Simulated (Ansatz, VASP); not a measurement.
# NiO: VASP beside Ansatz

```xyz
4
Lattice="0.0000 2.1338 -2.1338 0.0000 2.1338 2.1338 4.2676 0.0000 0.0000" Properties=species:S:1:pos:R:3 pbc="T T T"
Ni    0.0000    0.0000    0.0000
Ni    2.1338    2.1338    0.0000
O     2.1338    2.1338    2.1338
O     4.2676    4.2676    2.1338
```

Alike in both runs: task single point; functional PBE; k mesh 5 × 5 × 3; occupations gaussian, width 0.05 eV; collinear spin; Hubbard terms Ni d U = 6.2 eV.

|  | VASP | Ansatz |
| --- | --- | --- |
| version | VASP 6.6.1 | Ansatz 0.2.0 |
| potentials or method | VASP PAW PBE potentials, release 64 (Ni_sv_GW, O), cutoff 700 eV | scalar-relativistic, plane waves, PAW |
| valence electrons in the cell | 48 | 48 |

```tsv
	VASP	Ansatz	Ansatz less VASP
gap on the k mesh at the Fermi level (eV)	2.28	2.23	-0.049
least direct gap on the mesh (eV)	3.47	3.15	-0.321
pressure (GPa)	-2.2	0.2	+2.35
net moment per atom (μB)	0.00	0.00	0.000
size of the moment on the site where the two differ most (μB)	1.80	1.74	-0.061
```

Site moments also hang on the region over which each program counts them. The programs project onto different local orbitals, so the same U acts differently, and such runs can settle in different states.

The k mesh is coarse, so the values compare programs but aren't converged.
